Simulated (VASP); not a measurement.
# Rh (Fm-3m) in VASP: notebook

The runs below take Rh through relaxation of cell and atoms, single point, with LDA.

All numbers are computed with VASP 6.6.1; they aren't measurements. Logs are shortened: lines on timing, memory, paths and dates and some standing lists are left out, and cuts for length are marked.

## Step 1: The cell of the first run

It takes space group Fm-3m (No. 225, cubic). The conventional cell has a = 3.758 Å, b = 3.758 Å, c = 3.758 Å, α = 90.00°, β = 90.00°, γ = 90.00°. Within 3.5 Å of Rh (site symmetry m-3m) lie 12 Rh at 2.66 Å.

## Step 2: Relaxation of cell and atoms, LDA

Input file INCAR:

```
PREC = Accurate
ENCUT = 600
EDIFF = 1E-7
ISMEAR = 0
SIGMA = 0.1
LREAL = F
LASPH = T
NELM = 60
ALGO = Normal
ISIF = 3
LWAVE = F
LCHARG = F
IBRION = 2
NSW = 100
EDIFFG = -0.005
```

Input file KPOINTS:

```
Automatic mesh
0
Gamma
  20 20 20
```

Input file POSCAR:

```
Rh
1.0
    0.0000000000      1.8789726675      1.8789726675
    1.8789726675      0.0000000000      1.8789726675
    1.8789726675      1.8789726675      0.0000000000
Rh
1
Direct
    0.0000000000      0.0000000000      0.0000000000
```

Potentials or basis: VASP PAW LDA potentials, release 64 (Rh_pv).

The run is started by

```sh
$ cat potpaw_LDA.64/Rh_pv/POTCAR > POTCAR
$ mpirun -np 1 vasp_std > vasp.out
```

OUTCAR:

```text
PREC = Accurate
   ENCUT = 600
   EDIFF = 1E-7
   ISMEAR = 0
   LREAL = F
   LASPH = T
   NELM = 60
   ISIF = 3
   IBRION = 2
   NSW = 100
   EDIFFG = -0.005

 ion  position               nearest neighbor table
   1  0.000  0.000  0.000-

  LATTYP: Found a face centered cubic cell.
 ALAT       =     3.7579453350

  Lattice vectors:

 A1 = (   0.0000000000,   1.8789726675,   1.8789726675)
 A2 = (   1.8789726675,   0.0000000000,   1.8789726675)
 A3 = (   1.8789726675,   1.8789726675,   0.0000000000)

Analysis of symmetry for initial positions (statically):
=====================================================================
 Subroutine PRICEL returns:
 Original cell was already a primitive cell.

 Routine SETGRP: Setting up the symmetry group for a
 face centered cubic supercell.

 Subroutine GETGRP returns: Found 48 space group operations
 (whereof 48 operations were pure point group operations)
 out of a pool of 48 trial point group operations.

The static configuration has the point symmetry O_h .

Analysis of symmetry for dynamics (positions and initial velocities):
=====================================================================
 Subroutine PRICEL returns:
 Original cell was already a primitive cell.

 Routine SETGRP: Setting up the symmetry group for a
 face centered cubic supercell.

 Subroutine GETGRP returns: Found 48 space group operations
 (whereof 48 operations were pure point group operations)
 out of a pool of 48 trial point group operations.

The dynamic configuration has the point symmetry O_h .

 Subroutine INISYM returns: Found 48 space group operations
 (whereof 48 operations are pure point group operations),
 and found     1 'primitive' translations

----------------------------------------------------------------------------------------

                                     Primitive cell

  volume of cell :      13.2676

  direct lattice vectors                    reciprocal lattice vectors
     0.000000000  1.878972668  1.878972668    -0.266102860  0.266102860  0.266102860
     1.878972668  0.000000000  1.878972668     0.266102860 -0.266102860  0.266102860
     1.878972668  1.878972668  0.000000000     0.266102860  0.266102860 -0.266102860

  length of vectors
     2.657268630  2.657268630  2.657268630     0.460903673  0.460903673  0.460903673

  position of ions in fractional coordinates (direct lattice)
     0.000000000  0.000000000  0.000000000

  ion indices of the primitive-cell ions
   primitive index   ion index
                 1           1

----------------------------------------------------------------------------------------

 KPOINTS: Automatic mesh

Automatic generation of k-mesh.
 Grid dimensions read from file:
 generate k-points for:   20   20   20

 Generating k-lattice:

  Cartesian coordinates                     Fractional coordinates (reciprocal lattice)
    -0.013305143  0.013305143  0.013305143     0.050000000  0.000000000  0.000000000
     0.013305143 -0.013305143  0.013305143     0.000000000  0.050000000  0.000000000
     0.013305143  0.013305143 -0.013305143     0.000000000  0.000000000  0.050000000

  Length of vectors
     0.023045184  0.023045184  0.023045184

  Shift w.r.t. Gamma in fractional coordinates (k-lattice)
     0.000000000  0.000000000  0.000000000

 Subroutine IBZKPT returns following result:
 ===========================================

 Found    256 irreducible k-points:

 Following reciprocal coordinates:
            Coordinates               Weight
  0.000000  0.000000  0.000000      1.000000
  0.050000  0.000000  0.000000      8.000000
  0.100000  0.000000  0.000000      8.000000
  0.150000  0.000000  0.000000      8.000000
  0.200000  0.000000  0.000000      8.000000
  0.250000  0.000000  0.000000      8.000000
[... 16 lines left out ...]
 -0.400000  0.050000  0.000000     24.000000
 -0.350000  0.050000  0.000000     24.000000
 [... further k-points ...]
   k-points           NKPTS =    256   k-points in BZ     NKDIM =    256   number of bands    NBANDS=     11
   number of dos      NEDOS =    301   number of ions     NIONS =      1
   total plane-waves  NPLWV =  13824
   dimension x,y,z NGX =    24 NGY =   24 NGZ =   24
   dimension x,y,z NGXF=    48 NGYF=   48 NGZF=   48
   ions per type =               1
   NGX,Y,Z   is equivalent  to a cutoff of  15.02, 15.02, 15.02 a.u.
   NGXF,Y,Z  is equivalent  to a cutoff of  30.03, 30.03, 30.03 a.u.
 SYSTEM =  unknown system
   PREC   = accura    normal or accurate (medium, high low for compatibility)
   ISTART =      0    job   : 0-new  1-cont  2-samecut
   ICHARG =      2    charge: 1-file 2-atom 10-const
   ISPIN  =      1    spin polarized calculation?
   LNONCOLLINEAR =      F non collinear calculations
   LSORBIT =      F    spin-orbit coupling
   LASPH  =      T    aspherical Exc in radial PAW
   ENCUT  =  600.0 eV  44.10 Ry    6.64 a.u.   5.31  5.31  5.31*2*pi/ulx,y,z
   NELM   =     60;   NELMIN=  2; NELMDL= -5     # of ELM steps
   EDIFF  = 0.1E-06   stopping-criterion for ELM
   LREAL  =      F    real-space projection
   EDIFFG = -.5E-02   stopping-criterion for IOM
   NSW    =    100    number of steps for IOM
   IBRION =      2    ionic relax: 0-MD 1-quasi-New 2-CG
   NFREE  =      1    steps in history (QN), initial steepest desc. (CG)
   ISIF   =      3    stress and relaxation
   ISYM   =      2    0-nonsym 1-usesym 2-fastsym
   POTIM  = 0.5000    time-step for ionic-motion
   TEBEG  =    0.0;   TEEND  =   0.0 temperature during run
   PSTRESS=    0.0 pullay stress
   NELECT =      15.0000    total number of electrons
   NUPDOWN=      -1.0000    fix difference up-down
   EMIN   =  10.00;   EMAX   =-10.00  energy-range for DOS
   EFERMI =   0.00;   METHOD = LEGACY
   ISMEAR =     0;   SIGMA  =   0.10  broadening in eV -4-tet -1-fermi 0-gaus
   EFERMI_NEDOS =   21; number of points for ismear=-14 and -15
   IALGO  =     38    algorithm
   IMIX   =      4    mixing-type and parameters
     AMIX     =   0.40;   BMIX     =  1.00
     AMIX_MAG =   1.60;   BMIX_MAG =  1.00
  volume/ion in A,a.u.               =      13.27        89.53
  Fermi-wavevector in a.u.,A,eV,Ry     =   1.705460  3.222851 39.573806  2.908593
  Thomas-Fermi vector in A             =   2.784676
   LORBIT       =      0    0 simple, 1 ext, 2 COOP (PROOUT), +10 PAW based schemes
   GGA     = CA    functional components
   LHFCALC =     F    Hartree Fock is set to
   AEXX    =    0.0000 exact exchange contribution
   IVDW    =     0    specifies the selected vdW correction
   LEPSILON=     F    determine dielectric tensor
   LRPA    =     F    only Hartree local field effects (RPA)
 conjugate gradient relaxation of ions
 non-spin polarized calculation
 Gauss-broadening in eV      SIGMA  =   0.10
  energy-cutoff  :      600.00
  volume of cell :       13.27
 maximum number of plane-waves:       459
 NGX is ok and might be reduce to    24
   NGX = 11   NGY = 11   NGZ = 11

--------------------------------------- Ionic step        1  -------------------------------------------

 number of electron      15.0000001 magnetization

 Free energy of the ion-electron system (eV)
  ---------------------------------------------------
  ext. energy  EPLUGINS =         0.00000000
  ---------------------------------------------------
  free energy    TOTEN  =        -8.68733312 eV

  energy without entropy =       -8.68185601  energy(sigma->0) =       -8.68459457

------------------------ aborting loop because EDIFF is reached ----------------------------------------

  FORCE on cell =-STRESS in cart. coord.  units (eV):
  Direction    XX          YY          ZZ          XY          YZ          ZX
  --------------------------------------------------------------------------------------
  -------------------------------------------------------------------------------------
  Total       -0.0241220     -0.0241220     -0.0241220      0.0000000     -0.0000000     -0.0000000
  in kB       -2.9129423     -2.9129423     -2.9129423      0.0000000     -0.0000000     -0.0000000
  external PRESSURE =      -2.9129423 kB  Pullay stress =       0.0000000 kB

 VOLUME and BASIS-vectors are now :
 -----------------------------------------------------------------------------
  energy-cutoff  :      600.00
  volume of cell :       13.27
      direct lattice vectors                 reciprocal lattice vectors
     0.000000000  1.878972668  1.878972668    -0.266102860  0.266102860  0.266102860
     1.878972668  0.000000000  1.878972668     0.266102860 -0.266102860  0.266102860
     1.878972668  1.878972668  0.000000000     0.266102860  0.266102860 -0.266102860
[... 36 lines left out ...]
 POSITION                                       TOTAL-FORCE (eV/Angst)
 -----------------------------------------------------------------------------------
      1.87679      3.75357      1.87679         0.000000     -0.000000     -0.000000
 -----------------------------------------------------------------------------------
    total drift:                               -0.000000     -0.000000      0.000000

  FREE ENERGIE OF THE ION-ELECTRON SYSTEM (eV)
  ---------------------------------------------------
  free  energy   TOTEN  =        -8.6872531689 eV

  energy  without entropy=       -8.6818061641  energy(sigma->0) =       -8.68452967

--------------------------------------- Ionic step        3  -------------------------------------------

 number of electron      15.0000001 magnetization

 Free energy of the ion-electron system (eV)
  ---------------------------------------------------
  ext. energy  EPLUGINS =         0.00000000
  ---------------------------------------------------
  free energy    TOTEN  =        -8.68734327 eV

  energy without entropy =       -8.68187381  energy(sigma->0) =       -8.68460854

 E-fermi :  12.4028     XC(G=0): -14.5853

 val. band max:       12.3920409156   @ k =  -0.3000   0.3000   0.1000
 cond. band min:      12.4056920122   @ k =  -0.3500   0.2500   0.0500
 fundamental gap:      0.0136510966
 Fermi energy:        12.4028421469

 k-point     1 :       0.0000    0.0000    0.0000
  band No.  band energies     occupation
      1     -33.8286      2.00000
      2     -33.8286      2.00000
      3     -33.8286      2.00000
      4       4.0978      2.00000
      5       9.1085      2.00000
      6       9.1085      2.00000
      7       9.1085      2.00000
      8      11.3609      2.00000
      9      11.3609      2.00000
     10      28.3104      0.00000
     11      32.6497      0.00000

 k-point     2 :       0.0500    0.0000    0.0000
  band No.  band energies     occupation
      1     -33.8501      2.00000
      2     -33.8315      2.00000
      3     -33.8315      2.00000
      4       4.2030      2.00000
      5       9.0600      2.00000
      6       9.1508      2.00000
      7       9.1508      2.00000
      8      11.3362      2.00000
      9      11.3362      2.00000
     10      28.4701      0.00000
     11      32.6489      0.00000
[... 295 lines left out ...]
 k-point    24 :      -0.3500    0.0500    0.0000
  band No.  band energies     occupation
      1     -34.5346      2.00000
      2     -33.9486      2.00000
      3     -33.9204      2.00000
      4       6.1491      2.00000
      5       9.1806      2.00000
      6       9.2709      2.00000
      7      10.6763      2.00000
      8      12.1960      1.99655
      9      12.9911      0.00000
     10      24.0918      0.00000
     11      28.8201      0.00000

 [... further k-points ...]
[... 5 lines left out ...]
  --------------------------------------------------------------------------------------
  -------------------------------------------------------------------------------------
  Total        0.0017184      0.0017184      0.0017184      0.0000000      0.0000000      0.0000000
  in kB        0.2076918      0.2076918      0.2076918      0.0000000      0.0000000      0.0000000
  external PRESSURE =       0.2076918 kB  Pullay stress =       0.0000000 kB

 VOLUME and BASIS-vectors are now :
 -----------------------------------------------------------------------------
  energy-cutoff  :      600.00
  volume of cell :       13.26
      direct lattice vectors                 reciprocal lattice vectors
     0.000000000  1.878412801  1.878412801    -0.266182172  0.266182172  0.266182172
     1.878412801 -0.000000000  1.878412801     0.266182172 -0.266182172  0.266182172
     1.878412801  1.878412801 -0.000000000     0.266182172  0.266182172 -0.266182172

 POSITION                                       TOTAL-FORCE (eV/Angst)
 -----------------------------------------------------------------------------------
      0.00000     -0.00000      0.00000         0.000000      0.000000     -0.000000
 -----------------------------------------------------------------------------------
    total drift:                               -0.000000     -0.000000      0.000000

  FREE ENERGIE OF THE ION-ELECTRON SYSTEM (eV)
  ---------------------------------------------------
  free  energy   TOTEN  =        -8.6873432734 eV

  energy  without entropy=       -8.6818738124  energy(sigma->0) =       -8.68460854

 reached required accuracy - stopping structural energy minimisation
```

Wall time 67 s (1 thread of AMD EPYC 7R13 (Zen 3), shared host); peak memory 0.14 GiB.

Results:

```
Free energy                            : -8.6873 eV
Relaxed volume                         : 13.26 Å³/atom
Relaxed cell                           : a = 2.656 Å, b = 2.656 Å, c = 2.656 Å, α = 60.00°, β = 60.00°, γ = 60.00°
Space group after relaxing (to 0.05 Å) : Fm-3m (No. 225)
Energy gained by relaxing              : 0.0 meV/atom
Ionic steps                            : 3
Pressure after relaxing                : 0.0 GPa
```

Final structure:
```
Rh
1.0
     0.00000    1.87841    1.87841
     1.87841    0.00000    1.87841
     1.87841    1.87841    0.00000
Rh
1
Direct
  0.00000 0.00000 0.00000
```

Levels at points of the mesh, in eV from the Fermi level:
```
           k point  band 5  band 6  band 7  band 8  band 9  band 10
(0.00, 0.00, 0.00)   -3.29   -3.29   -3.29   -1.04   -1.04    15.91
(0.50, 0.00, 0.00)   -3.37   -3.37    0.62    0.62    0.65     8.97
(0.50, 0.50, 0.00)   -6.33    0.60    1.06    1.06    3.25    12.72
```

## Step 3: Single point, LDA

Input file INCAR:

```
SYSTEM = Rh
PREC = Accurate ; ENCUT = 500
EDIFF = 1E-6 ; ISMEAR = 0
SIGMA = 0.1 ; LREAL = .FALSE.
LASPH = .TRUE. ; NELM = 120
ALGO = Normal ; ISIF = 2
LWAVE = .FALSE. ; LCHARG = .TRUE.
LELF = .TRUE. ; LVHAR = .TRUE.
NBANDS = 14 ; GGA_COMPAT = .FALSE.
```

Input file KPOINTS:

```
regular mesh
0
G
  8 8 8
  0 0 0
```

POSCAR is that of step 2.

Potentials or basis: VASP PAW LDA potentials, release 64 (Rh_pv).

The run is started by

```sh
$ cat potpaw_LDA.64/Rh_pv/POTCAR > POTCAR
$ mpirun -np 1 vasp_std > vasp.out
```

Wall time 5.1 s (1 thread of Intel Xeon Platinum 8259CL at 2.50GHz (Skylake/Cascade Lake), shared host); peak memory 0.12 GiB.

Results (log left out):

- Free energy: -8.6502 eV
- Pressure: 0.8 GPa

Levels at points of the mesh, in eV from the Fermi level:
| k point | band 3 | band 4 | band 5 | band 6 | band 7 | band 8 | band 9 | band 10 | band 11 | band 12 |
| --- | --- | --- | --- | --- | --- | --- | --- | --- | --- | --- |
| (0.00, 0.00, 0.00) | -46.23 | -8.33 | -3.31 | -3.31 | -3.31 | -1.04 | -1.04 | 15.86 | 20.29 | 21.49 |
| (0.50, 0.00, 0.00) | -46.34 | -6.50 | -3.37 | -3.37 | 0.61 | 0.61 | 0.62 | 8.94 | 15.40 | 20.29 |
| (0.50, 0.50, 0.00) | -46.54 | -6.71 | -6.34 | 0.60 | 1.04 | 1.04 | 3.21 | 12.69 | 13.38 | 13.38 |

Caveat: the k points lie up to 0.36 Å⁻¹ apart.

[end of part 1 of 2]
